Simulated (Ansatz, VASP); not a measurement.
Two plane-wave programs on Be

```
Be
1.0
     2.22371    0.00000    0.00000
    -1.11186    1.92579    0.00000
     0.00000    0.00000    3.47359
Be
2
Cartesian
  0.0000 1.2839 0.8684
  1.1119 0.6419 2.6052
```

Alike in both runs: functional PBE; dispersion D3(BJ); k mesh 9 × 9 × 6; occupations gaussian, width 0.1 eV; no spin polarisation.

Ansatz relaxed the structure, and its values are those at the end. VASP's run is a single point on that final structure, the one shown.

```csv
,VASP,Ansatz
version,VASP 6.6.1,Ansatz 0.2.0
potentials or method,"VASP PAW PBE potentials, release 64 (Be), cutoff 520 eV","scalar-relativistic, plane waves, PAW"
valence electrons in the cell,4,4
```

VASP gave:

| Quantity | Value |
| --- | --- |
| gap on the k mesh at the Fermi level (eV) | none |
| pressure (GPa) | 0.2 |

Estimate Ansatz's values.

gap on the k mesh at the Fermi level (eV): none; pressure (GPa): 0.0.

A gap of «none» marks a metal or a gap that the smearing closes.

The k mesh is coarse, so the values compare programs but aren't converged.
